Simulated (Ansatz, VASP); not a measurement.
**Two plane-wave programs on Mo**

File INCAR:

```
PREC = Accurate
ENCUT = 520
EDIFF = 1E-7
ISMEAR = 1
SIGMA = 0.01
LREAL = False
LASPH = True
NELM = 60
ALGO = Normal
ISIF = 2
LWAVE = False
LCHARG = False
GGA = CA
NBANDS = 13
```

KPOINTS

```
regular mesh
0
Gamma
  14 14 14
```

The input POSCAR:

```
Mo
1.0
   -1.5565618036      1.5565618036      1.5565618036
    1.5565618036     -1.5565618036      1.5565618036
    1.5565618036      1.5565618036     -1.5565618036
Mo
1
Direct
    0.0000000000      0.0000000000      0.0000000000
```

Input for Ansatz:

```yaml
crystal:
  lattice:
    - [-1.5565618036, 1.5565618036, 1.5565618036]
    - [1.5565618036, -1.5565618036, 1.5565618036]
    - [1.5565618036, 1.5565618036, -1.5565618036]
  atoms:
    - { symbol: Mo, position: [0.0, 0.0, 0.0] }
hamiltonian:
  xc: lda
  pseudopotentials:
    kind: paw
    azcp:
      Mo: "pseudopotentials/Mo.paw.azcp"
basis:
  ecutwfc: 420
  fft_grid_basis: typed
kpoints:
  mp_grid: { grid: [14, 14, 14], shift: [0, 0, 0] }
magnetization:
  spin_polarized: false
scf:
  occupations: { method: methfessel_paxton, width: 0.01 }
  lower_state_search: "off"
output:
  stress: true
  write_density: true
  write_potential: true
  elf: true
  volumetric_format: npy
```

Alike in both runs: task single point; functional LDA; k mesh 14 × 14 × 14; occupations methfessel-paxton of order 1, width 0.01 eV; no spin polarisation.

```csv
,VASP,Ansatz
version,VASP 6.6.1,Ansatz 0.2.0
potentials or method,"VASP PAW LDA potentials, release 64 (Mo_sv), cutoff 520 eV","plane waves (420 eV) with PAW, scalar-relativistic"
valence electrons in the cell,14,14
```

|  | VASP | Ansatz | Ansatz less VASP |
| --- | --- | --- | --- |
| pressure (GPa) | 1.3 | 0.1 | -1.26 |

Ansatz warns that its potentials were made for another functional, while VASP's fit it. LDA's correlation is that of Perdew and Zunger in VASP and of Perdew and Wang (1992) in Ansatz.
